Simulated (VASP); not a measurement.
# GeBi3: single point with r2SCAN

GeBi3:

```xyz
4
Lattice="0.0000 3.8421 3.8421 3.8421 0.0000 3.8421 3.8421 3.8421 0.0000" Properties=species:S:1:pos:R:3 pbc="T T T"
Ge    0.0000    0.0000    0.0000
Bi    1.9211    1.9211    1.9211
Bi    5.7632    5.7632    5.7632
Bi    3.8421    3.8421    3.8421
```

```json
{"Program": "VASP 6.6.1", "Task": "single point", "Functional": "r2SCAN", "Potentials or basis": "VASP PAW PBE potentials, release 64 (Ge_d, Bi_d)", "Cutoff": "520 eV", "k mesh": "5 × 5 × 5", "Occupations": "fermi-dirac, width 0.1 eV", "Spin": "no spin polarisation", "Dipole correction": "no", "Further INCAR settings": "ALGO = Normal; EDIFF = 1e-06; NBANDS = 38"}
```

```json
{"Pressure": "-0.1 GPa"}
```

Levels at points of the mesh, in eV from the Fermi level:
```csv
k point,band 26,band 27,band 28,band 29,band 30,band 31,band 32,band 33,band 34,band 35
"(0.00, 0.00, 0.00)",-2.78,-2.78,-2.60,-2.60,-2.60,-1.81,-1.81,-1.81,3.89,3.89
```

Run time: 110 s on 1 thread of Intel(R) Xeon(R) Platinum 8488C (Sapphire Rapids) (shared host), peak memory 0.26 GiB.

Caveat: the PAW data sets were made with another functional, which shifts forces and pressure a little; spin-orbit coupling is left out, which moves the levels of the heavy elements.
